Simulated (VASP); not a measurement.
A run of VASP 6.6.1 is set up as follows.

INCAR

```
SYSTEM = GaP
PREC = Accurate ; ENCUT = 520
EDIFF = 1E-6 ; ISMEAR = 0
SIGMA = 0.01 ; LREAL = .False.
LASPH = .True. ; NELM = 60
ALGO = Normal ; ISIF = 2
LWAVE = .False. ; LCHARG = .False.
GGA = PS ; NBANDS = 16
```

KPOINTS

```
regular mesh
0
Gamma
  6 6 6
  0 0 0
```

Contents of POSCAR:

```
GaP
1.0
    0.0000000000      2.7522344282      2.7522344282
    2.7522344282      0.0000000000      2.7522344282
    2.7522344282      2.7522344282      0.0000000000
Ga P
1 1
Direct
    0.0000000000      0.0000000000      0.0000000000
    0.2500000000      0.2500000000      0.2500000000
```

Potentials or basis: VASP PAW PBE potentials, release 64 (Ga_d, P).

Launch:

```console
$ cat potpaw_PBE.64/Ga_d/POTCAR potpaw_PBE.64/P/POTCAR > POTCAR
$ mpirun -np 1 vasp_std > vasp.out
```

(1) What does it give for the band gap on the k mesh?

(2) Estimate the pressure.

## Answers

(1) 1.49 eV, indirect (least direct gap 1.51 eV).

(2) -2.9 GPa.

Caveat: the PAW data sets were made with another functional, which shifts forces and pressure a little.

**Measured values to compare with.**

From “Stacking defects in GaP nanowires: Electronic structure and optical properties”, 2018, arxiv:1810.01194, for a bulk crystal of GaP at 10 K: band gap 2.34 eV (indirect).

Measured gap of GaP: 2.34 eV (indirect; 10 K; quoted in “Stacking defects in GaP nanowires: Electronic structure and optical properties”, 2018, arxiv:1810.01194). This calculation gives 1.49 eV (-0.85 eV). Spin-orbit coupling on Ga is left out. The value is that of PBEsol on a finite k mesh, which can miss the band edges, without temperature or zero-point motion. Semilocal functionals fall short of measured gaps as a rule.
